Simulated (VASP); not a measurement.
# Pd in VASP: notebook, part 3 of 3

VASP 6.6.1. Earlier steps stand in the parts before.

### Step 5. Electric field gradients, PBE (volume scaled by 0.96)

File INCAR:

```
PREC = Accurate
ENCUT = 520
EDIFF = 1E-8
ISMEAR = -1
SIGMA = 0.05
LREAL = F
LASPH = T
NELM = 80
ALGO = Normal
ISIF = 2
LWAVE = F
LCHARG = F
GGA = PE
LEFG = T
NBANDS = 11
```

File KPOINTS:

```
regular mesh
0
Gamma
  18 18 18
```

File POSCAR:

```
Pd
1.0
    0.0000000000      1.9186143454      1.9186143454
    1.9186143454      0.0000000000      1.9186143454
    1.9186143454      1.9186143454      0.0000000000
Pd
1
Direct
    0.0000000000      0.0000000000      0.0000000000
```

Potentials or basis: VASP PAW PBE potentials, release 64 (Pd).

The run is started by

```sh
$ cat potpaw_PBE.64/Pd/POTCAR > POTCAR
$ mpirun -np 1 vasp_std > vasp.out
```

OUTCAR:

```text
PREC = Accurate
   ENCUT = 520
   EDIFF = 1E-8
   ISMEAR = -1
   LREAL = F
   LASPH = T
   NELM = 80
   ISIF = 2
   GGA = PE

 ion  position               nearest neighbor table
   1  0.000  0.000  0.000-

  LATTYP: Found a face centered cubic cell.
 ALAT       =     3.8372286908

  Lattice vectors:

 A1 = (   0.0000000000,   1.9186143454,   1.9186143454)
 A2 = (   1.9186143454,   0.0000000000,   1.9186143454)
 A3 = (   1.9186143454,   1.9186143454,   0.0000000000)

Analysis of symmetry for initial positions (statically):
=====================================================================
 Subroutine PRICEL returns:
 Original cell was already a primitive cell.

 Routine SETGRP: Setting up the symmetry group for a
 face centered cubic supercell.

 Subroutine GETGRP returns: Found 48 space group operations
 (whereof 48 operations were pure point group operations)
 out of a pool of 48 trial point group operations.

The static configuration has the point symmetry O_h .

Analysis of symmetry for dynamics (positions and initial velocities):
=====================================================================
 Subroutine PRICEL returns:
 Original cell was already a primitive cell.

 Routine SETGRP: Setting up the symmetry group for a
 face centered cubic supercell.

 Subroutine GETGRP returns: Found 48 space group operations
 (whereof 48 operations were pure point group operations)
 out of a pool of 48 trial point group operations.

The dynamic configuration has the point symmetry O_h .

 Subroutine INISYM returns: Found 48 space group operations
 (whereof 48 operations are pure point group operations),
 and found     1 'primitive' translations
[... 149 lines left out ...]
      1       3.0525      2.00000
      2       7.4901      2.00000
      3       7.4901      2.00000
      4       7.4901      2.00000
      5       9.2190      2.00000
      6       9.2190      2.00000
      7      27.7368      0.00000
      8      32.7643      0.00000
      9      32.7643      0.00000
     10      32.7643      0.00000
     11      36.5909      0.00000
[... 309 lines left out ...]
 k-point    24 :      -0.2222    0.0556    0.0000
  band No.  band energies     occupation
      1       4.8075      2.00000
      2       7.2546      2.00000
      3       7.8349      2.00000
      4       7.8714      2.00000
      5       9.0852      2.00000
      6       9.6520      2.00000
      7      25.8282      0.00000
      8      28.9281      0.00000
      9      33.2714      0.00000
     10      35.5343      0.00000
     11      36.0007      0.00000

 [... further k-points ...]
[... 5 lines left out ...]
  --------------------------------------------------------------------------------------
  -------------------------------------------------------------------------------------
  Total        1.4702886      1.4702886      1.4702886      0.0000000     -0.0000000     -0.0000000
  in kB      166.7708368    166.7708368    166.7708368      0.0000000     -0.0000000     -0.0000000
  external PRESSURE =     166.7708368 kB  Pullay stress =       0.0000000 kB

 VOLUME and BASIS-vectors are now :
 -----------------------------------------------------------------------------
  energy-cutoff  :      520.00
  volume of cell :       14.13
      direct lattice vectors                 reciprocal lattice vectors
     0.000000000  1.918614345  1.918614345    -0.260604744  0.260604744  0.260604744
     1.918614345  0.000000000  1.918614345     0.260604744 -0.260604744  0.260604744
     1.918614345  1.918614345  0.000000000     0.260604744  0.260604744 -0.260604744

 POSITION                                       TOTAL-FORCE (eV/Angst)
 -----------------------------------------------------------------------------------
      0.00000      0.00000      0.00000         0.000000     -0.000000      0.000000
 -----------------------------------------------------------------------------------
    total drift:                                0.000000     -0.000000      0.000000

  FREE ENERGIE OF THE ION-ELECTRON SYSTEM (eV)
  ---------------------------------------------------
  free  energy   TOTEN  =        -5.1731825780 eV

  energy  without entropy=       -5.1561258803  energy(sigma->0) =       -5.16465423

 Electric field gradients (V/A^2)
---------------------------------------------------------------------
 ion       V_xx      V_yy      V_zz      V_xy      V_xz      V_yz
---------------------------------------------------------------------
   1      -0.000    -0.000    -0.000     0.000     0.000     0.000
---------------------------------------------------------------------

 Electric field gradients after diagonalization (V/A^2)
 (convention: |V_zz| > |V_xx| > |V_yy|)
----------------------------------------------------------------------
 ion       V_xx      V_yy      V_zz     asymmetry (V_yy - V_xx)/ V_zz
----------------------------------------------------------------------
   1      -0.000    -0.000     0.001       0.000
----------------------------------------------------------------------

           NMR quadrupolar parameters

 Cq : quadrupolar parameter    Cq=e*Q*V_zz/h
 eta: asymmetry parameters     (V_yy - V_xx)/ V_zz
 Q  : nuclear electric quadrupole moment in mb (millibarn)
----------------------------------------------------------------------
 ion       Cq(MHz)       eta       Q (mb)
----------------------------------------------------------------------
   1       0.000       0.000       1.000
----------------------------------------------------------------------
```

stdout:

```text
POSCAR found type information on POSCAR Pd
 POSCAR found :  1 types and       1 ions
 scaLAPACK will be used
 LDA part: xc-table for (Slater+PW92), standard interpolation
 POSCAR, INCAR and KPOINTS ok, starting setup
 FFT: planning ... GRIDC
 FFT: planning ... GRID_SOFT
 FFT: planning ... GRID
 WAVECAR not read
 entering main loop
ion   1
```

It took 9.9 s on 1 thread of Intel Xeon 6975P-C (Granite Rapids), shared host; peak memory 0.15 GiB.

What came out:

```
Free energy            : -5.1732 eV
Pressure               : 16.7 GPa
Band gap on the k mesh : zero (band 5 reaches 10.85 eV, above the bottom of band 6 at 9.15 eV)
```

Levels at points of the mesh, in eV from the Fermi level:
| k point | band 1 | band 2 | band 3 | band 4 | band 5 | band 6 | band 7 | band 8 | band 9 | band 10 |
| --- | --- | --- | --- | --- | --- | --- | --- | --- | --- | --- |
| (0.00, 0.00, 0.00) | -7.48 | -3.05 | -3.05 | -3.05 | -1.32 | -1.32 | 17.20 | 22.23 | 22.23 | 22.23 |
| (0.50, 0.00, 0.00) | -5.65 | -3.10 | -3.10 | -0.03 | -0.03 | 0.92 | 7.68 | 16.57 | 21.53 | 21.53 |
| (0.50, 0.50, 0.00) | -5.78 | -5.47 | -0.06 | 0.31 | 0.31 | 3.35 | 11.23 | 13.45 | 13.45 | 22.22 |

Caveat: without QUAD_EFG the Cq values of the log hold for a quadrupole moment of 1 mb, not for the nuclei.

### Step 6. Electric field gradients, PBE (volume scaled by 0.96)

File INCAR:

```
SYSTEM = Pd
ALGO     = Normal         ! electronic algorithm
EDIFF    = 1E-8           ! SCF threshold, eV
ENCUT    = 520            ! plane-wave cutoff, eV
GGA      = PE             ! functional
ISIF     = 2              ! what is computed and relaxed
ISMEAR   = -1             ! smearing method
LASPH    = .TRUE.         ! aspherical terms in the spheres
LCHARG   = .FALSE.        ! write CHGCAR
LEFG     = .TRUE.       
LREAL    = .FALSE.        ! projectors in reciprocal space
LWAVE    = .FALSE.        ! write WAVECAR
NBANDS   = 11             ! bands
NELM     = 60             ! most SCF steps
PREC     = Accurate       ! precision mode
SIGMA    = 0.05           ! smearing width, eV
```

File KPOINTS:

```
k-points
0
G
  18 18 18
  0 0 0
```

POSCAR is that of step 5.

Potentials or basis: VASP PAW PBE potentials, release 64 (Pd).

The run is started by

```sh
$ cat potpaw_PBE.64/Pd/POTCAR > POTCAR
$ mpirun -np 1 vasp_std > vasp.out
```

OUTCAR:

```text
SYSTEM = Pd
   EDIFF = 1E-8
   ENCUT = 520
   GGA = PE
   ISIF = 2
   ISMEAR = -1
   LASPH = .TRUE.
   LREAL = .FALSE.
   NELM = 60
   PREC = Accurate

 ion  position               nearest neighbor table
   1  0.000  0.000  0.000-

  LATTYP: Found a face centered cubic cell.
 ALAT       =     3.8372286908

  Lattice vectors:

 A1 = (   0.0000000000,   1.9186143454,   1.9186143454)
 A2 = (   1.9186143454,   0.0000000000,   1.9186143454)
 A3 = (   1.9186143454,   1.9186143454,   0.0000000000)

Analysis of symmetry for initial positions (statically):
=====================================================================
 Subroutine PRICEL returns:
 Original cell was already a primitive cell.

 Routine SETGRP: Setting up the symmetry group for a
 face centered cubic supercell.

 Subroutine GETGRP returns: Found 48 space group operations
 (whereof 48 operations were pure point group operations)
 out of a pool of 48 trial point group operations.

The static configuration has the point symmetry O_h .

Analysis of symmetry for dynamics (positions and initial velocities):
=====================================================================
 Subroutine PRICEL returns:
 Original cell was already a primitive cell.

 Routine SETGRP: Setting up the symmetry group for a
 face centered cubic supercell.

 Subroutine GETGRP returns: Found 48 space group operations
 (whereof 48 operations were pure point group operations)
 out of a pool of 48 trial point group operations.

The dynamic configuration has the point symmetry O_h .
[... 157 lines left out ...]
      5       9.2190      2.00000
      6       9.2190      2.00000
      7      27.7368      0.00000
      8      32.7643      0.00000
      9      32.7643      0.00000
     10      32.7643      0.00000
     11      36.5909      0.00000
[... 309 lines left out ...]
 k-point    24 :      -0.2222    0.0556    0.0000
  band No.  band energies     occupation
      1       4.8075      2.00000
      2       7.2546      2.00000
      3       7.8349      2.00000
      4       7.8714      2.00000
      5       9.0852      2.00000
      6       9.6520      2.00000
      7      25.8282      0.00000
      8      28.9281      0.00000
      9      33.2714      0.00000
     10      35.5343      0.00000
     11      36.0007      0.00000

 [... further k-points ...]

------------------------ aborting loop because EDIFF is reached ----------------------------------------

  FORCE on cell =-STRESS in cart. coord.  units (eV):
  Direction    XX          YY          ZZ          XY          YZ          ZX
  --------------------------------------------------------------------------------------
  -------------------------------------------------------------------------------------
  Total        1.4702886      1.4702886      1.4702886      0.0000000     -0.0000000     -0.0000000
  in kB      166.7708368    166.7708368    166.7708368      0.0000000     -0.0000000     -0.0000000
  external PRESSURE =     166.7708368 kB  Pullay stress =       0.0000000 kB

 VOLUME and BASIS-vectors are now :
 -----------------------------------------------------------------------------
  energy-cutoff  :      520.00
  volume of cell :       14.13
      direct lattice vectors                 reciprocal lattice vectors
     0.000000000  1.918614345  1.918614345    -0.260604744  0.260604744  0.260604744
     1.918614345  0.000000000  1.918614345     0.260604744 -0.260604744  0.260604744
     1.918614345  1.918614345  0.000000000     0.260604744  0.260604744 -0.260604744

 POSITION                                       TOTAL-FORCE (eV/Angst)
 -----------------------------------------------------------------------------------
      0.00000      0.00000      0.00000         0.000000     -0.000000      0.000000
 -----------------------------------------------------------------------------------
    total drift:                                0.000000     -0.000000      0.000000

  FREE ENERGIE OF THE ION-ELECTRON SYSTEM (eV)
  ---------------------------------------------------
  free  energy   TOTEN  =        -5.1731825780 eV

  energy  without entropy=       -5.1561258803  energy(sigma->0) =       -5.16465423

 Electric field gradients (V/A^2)
---------------------------------------------------------------------
 ion       V_xx      V_yy      V_zz      V_xy      V_xz      V_yz
---------------------------------------------------------------------
   1      -0.000    -0.000    -0.000     0.000     0.000     0.000
---------------------------------------------------------------------

 Electric field gradients after diagonalization (V/A^2)
 (convention: |V_zz| > |V_xx| > |V_yy|)
----------------------------------------------------------------------
 ion       V_xx      V_yy      V_zz     asymmetry (V_yy - V_xx)/ V_zz
----------------------------------------------------------------------
   1      -0.000    -0.000     0.001       0.000
----------------------------------------------------------------------

           NMR quadrupolar parameters

 Cq : quadrupolar parameter    Cq=e*Q*V_zz/h
 eta: asymmetry parameters     (V_yy - V_xx)/ V_zz
 Q  : nuclear electric quadrupole moment in mb (millibarn)
----------------------------------------------------------------------
 ion       Cq(MHz)       eta       Q (mb)
----------------------------------------------------------------------
   1       0.000       0.000       1.000
----------------------------------------------------------------------
```

OSZICAR:

```text
N       E                     dE             d eps       ncg     rms          rms(c)
DAV:   1     0.424611537050E+02    0.42461E+02   -0.52141E+03  4306   0.859E+02
DAV:   2    -0.490436477452E+01   -0.47366E+02   -0.45777E+02  4822   0.183E+02
DAV:   3    -0.545830676118E+01   -0.55394E+00   -0.55100E+00  5214   0.211E+01
DAV:   4    -0.546057811554E+01   -0.22714E-02   -0.22710E-02  5288   0.141E+00
DAV:   5    -0.546059971838E+01   -0.21603E-04   -0.21602E-04  5560   0.127E-01    0.881E+00
DAV:   6    -0.519089950714E+01    0.26970E+00   -0.10037E+00  5334   0.829E+00    0.436E+00
DAV:   7    -0.517742453009E+01    0.13475E-01   -0.37784E-02  5726   0.132E+00    0.213E+00
DAV:   8    -0.517322117088E+01    0.42034E-02   -0.20741E-03  5380   0.427E-01    0.110E-01
DAV:   9    -0.517317821110E+01    0.42960E-04   -0.25354E-04  5412   0.136E-01    0.273E-02
DAV:  10    -0.517318339667E+01   -0.51856E-05   -0.10437E-05  5407   0.289E-02    0.943E-03
DAV:  11    -0.517318257795E+01    0.81873E-06   -0.11864E-07  5479   0.342E-03    0.509E-04
DAV:  12    -0.517318257799E+01   -0.41155E-10   -0.29357E-09  4219   0.456E-04
   1 F= -.51731826E+01 E0= -.51646542E+01  d E =-.170567E-01
```

stdout:

```text
POSCAR found type information on POSCAR Pd
 POSCAR found :  1 types and       1 ions
 scaLAPACK will be used
 LDA part: xc-table for (Slater+PW92), standard interpolation
 POSCAR, INCAR and KPOINTS ok, starting setup
 FFT: planning ... GRIDC
 FFT: planning ... GRID_SOFT
 FFT: planning ... GRID
 WAVECAR not read
 entering main loop
ion   1
```

It took 10 s on 1 thread of Intel Xeon 6975P-C (Granite Rapids), shared host; peak memory 0.15 GiB.

Results:

```yaml
Free_energy: -5.1732 eV
Pressure: 16.7 GPa
Band_gap_on_the_k_mesh: zero (band 5 reaches 10.85 eV, above the bottom of band 6 at 9.15 eV)
```

Levels at points of the mesh, in eV from the Fermi level:
```csv
k point,band 3,band 4,band 5,band 6,band 7,band 8
"(0.00, 0.00, 0.00)",-3.05,-3.05,-1.32,-1.32,17.20,22.23
"(0.50, 0.00, 0.00)",-3.10,-0.03,-0.03,0.92,7.68,16.57
"(0.50, 0.50, 0.00)",-0.06,0.31,0.31,3.35,11.23,13.45
```

Caveat: without QUAD_EFG the Cq values of the log hold for a quadrupole moment of 1 mb, not for the nuclei.

### Step 7. Overview

| cell | gap on the mesh (eV) | pressure (GPa) |
| --- | --- | --- |
| a = 2.723 Å, angles 61.3°, 1 atom | none | 7.5 |
| a = 2.764 Å, angles 59.3°, 1 atom | none | 7.3 |
| a = 2.792 Å, angles 58.0°, 1 atom | none | 7.8 |
| a = 2.713 Å, angles 60.0°, 1 atom | none | 16.7 |

Alike in all rows: task electric field gradients; level PBE; potentials or basis VASP PAW PBE potentials, release 64 (Pd); no spin polarisation; k mesh 18 × 18 × 18; cutoff (eV) 520; smearing fermi-dirac 0.05 eV.

Total energies depend on the potentials used, so only differences within one code and one set of settings carry meaning.
